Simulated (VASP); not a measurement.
Here is a VASP 6.6.1 calculation.

INCAR

```
PREC = Accurate
ENCUT = 600
EDIFF = 1E-6
ISMEAR = -1
SIGMA = 0.08
LREAL = False
LASPH = True
NELM = 100
ALGO = Normal
ISIF = 3
LWAVE = False
LCHARG = False
GGA = PE
IBRION = 2
NSW = 32
EDIFFG = -0.005
PSTRESS = 130.0
```

KPOINTS

```
Automatic mesh
0
Gamma
  14 14 13
```

Contents of POSCAR:

```
Lu
1.0
    3.0711546725      0.0000000000      0.0000000000
   -1.5355773362      2.6596979653      0.0000000000
    0.0000000000      0.0000000000      2.9549518985
Lu
1
Direct
    0.0000000000      0.0000000000      0.0000000000
```

Potentials or basis: VASP PAW PBE potentials, release 64 (Lu).

Command:

```bash
$ cat potpaw_PBE.64/Lu/POTCAR > POTCAR
$ mpirun -np 1 vasp_std > vasp.out
```

Task: Estimate the relaxed volume.

Result: 24.26 Å³/atom.

Task: Estimate the relaxed cell.

Result: a = 3.076 Å, b = 3.076 Å, c = 2.960 Å, α = 90.00°, β = 90.00°, γ = 120.00°.

Task: Estimate the space group after relaxing (to 0.1 Å).

Result: P6/mmm (No. 191).

Task: Predict the band gap on the k mesh.

Result: Zero (an odd number of electrons rules out a gap without spin polarisation).

The path:
| step | energy change (eV) | largest force (eV/Å) | pressure (GPa) | volume (Å³) |
| --- | --- | --- | --- | --- |
| 1 | 0.0000 | 0.0000 | 13.46 | 24.14 |
| 2 | -0.0197 | 0.0000 | 12.62 | 24.38 |
| 3 | -0.0109 | 0.0000 | 12.94 | 24.27 |
| 4 | -0.0096 | 0.0000 | 12.96 | 24.25 |
| 5 | -0.0070 | 0.0000 | 13.13 | 24.22 |
| 6 | -0.0090 | 0.0000 | 13.10 | 24.25 |
| 7 | -0.0094 | 0.0000 | 13.10 | 24.25 |
| 8 | -0.0103 | 0.0000 | 13.11 | 24.26 |
| 9 | -0.0131 | 0.0000 | 13.24 | 24.30 |
| 10 | -0.0185 | 0.0000 | 12.82 | 24.36 |
| 11 | -0.0157 | 0.0000 | 12.77 | 24.33 |
| 12 | -0.0142 | 0.0000 | 12.76 | 24.31 |
| 13 | -0.0136 | 0.0000 | 12.85 | 24.30 |
| 14 | -0.0134 | 0.0000 | 12.78 | 24.30 |
| 15 | -0.0132 | 0.0000 | 12.87 | 24.30 |
| 16 | -0.0129 | 0.0000 | 12.87 | 24.29 |
| 17 | -0.0120 | 0.0000 | 12.91 | 24.28 |
| 18 | -0.0101 | 0.0000 | 12.98 | 24.26 |

Caveat: the cell is relaxed towards a set pressure, so the run minimises the enthalpy, not the energy; spin-orbit coupling is left out, which moves the levels of the heavy elements.
